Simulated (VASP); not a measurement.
A run of VASP 6.6.1:

Contents of INCAR:

```
PREC = Accurate
ENCUT = 600
EDIFF = 1E-6
ISMEAR = 0
SIGMA = 0.1
LREAL = False
LASPH = True
NELM = 80
ALGO = Fast
ISIF = 3
LWAVE = False
LCHARG = False
IBRION = 2
NSW = 100
EDIFFG = -0.005
```

File KPOINTS:

```
regular mesh
0
Gamma
  10 10 4
```

Contents of POSCAR:

```
SnO
1.0
    2.6598409588     -2.6601705617      0.0000000000
    2.6598409588      2.6601705617      0.0000000000
    0.0000000000      0.0000000000      9.3117764315
Sn O
4 4
Direct
    0.7498990937      0.2501009063      0.8731582242
    0.2501009063      0.7498990937      0.1268417758
    0.7501009063      0.2498990937      0.3731582242
    0.2498990937      0.7501009063      0.6268417758
    0.2500640278      0.2499359722      0.2500000000
    0.7499359722      0.7500640278      0.7500000000
    0.2499359722      0.2500640278      0.7500000000
    0.7500640278      0.7499359722      0.2500000000
```

Potentials or basis: VASP PAW LDA potentials, release 64 (Sn_d, O).

Run with:

```console
$ cat potpaw_LDA.64/Sn_d/POTCAR potpaw_LDA.64/O/POTCAR > POTCAR
$ mpirun -np 1 vasp_std > vasp.out
```

Hardware: 1 thread of Oxide Virtual Turin-like Processor, on a shared host.

Task: Estimate the wall time of this run.

Result: Wall time 120 min on 1 thread of Oxide Virtual Turin-like Processor (shared host), peak memory 0.55 GiB. Counts: scf iterations 93, k points 93, ion steps 13.
